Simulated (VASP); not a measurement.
AlCo: single point with LDA

Crystal: AlCo.

```
Co Al
1.0
     2.87470    0.00000    0.00000
     0.00000    2.87470    0.00000
     0.00000    0.00000    2.87470
Co Al
1 1
Direct
  0.50000 0.50000 0.50000
  0.00000 0.00000 0.00000
```

This cell differs from its parent crystal: volume scaled by 1.06.

| Property | Result |
| --- | --- |
| Program | VASP 6.6.1 |
| Task | single point |
| Functional | LDA |
| Potentials or basis | VASP PAW LDA potentials, release 64 (Co, Al) |
| Cutoff | 520 eV |
| k mesh | 9 × 9 × 9 |
| Occupations | fermi-dirac, width 0.05 eV |
| Spin | collinear spin, ferromagnetic start |
| Starting moments | [2.0, 0.0] μB |
| Dipole correction | no |
| Further INCAR settings | ALGO = Fast; EDIFF = 1e-06; NBANDS = 17 |

```json
{
 "Pressure": "-14.6 GPa",
 "Band gap on the k mesh": "zero (filled and empty bands overlap)",
 "Net moment": "0.00 μB per cell",
 "Valence electrons inside the program's atomic spheres": "Co 8.43; Al 0.82"
}
```

Levels at points of the mesh, in eV from the Fermi level:
Spin up:
| k point | band 2 | band 3 | band 4 | band 5 | band 6 | band 7 | band 8 | band 9 | band 10 | band 11 |
| --- | --- | --- | --- | --- | --- | --- | --- | --- | --- | --- |
| (0.00, 0.00, 0.00) | -2.83 | -2.83 | -0.74 | -0.74 | -0.74 | 5.85 | 5.85 | 5.85 | 8.76 | 8.76 |
Spin down:
```tsv
k point	band 2	band 3	band 4	band 5	band 6	band 7	band 8	band 9	band 10	band 11
(0.00, 0.00, 0.00)	-2.83	-2.83	-0.74	-0.74	-0.74	5.85	5.85	5.85	8.76	8.76
```

Wall time 22 s on 1 thread of Intel(R) Xeon(R) Platinum 8259CL CPU @ 2.50GHz (Skylake/Cascade Lake), on a shared host, peak memory 0.14 GiB.

Caveat: the starting moments collapsed, and a magnetic state may lie lower.
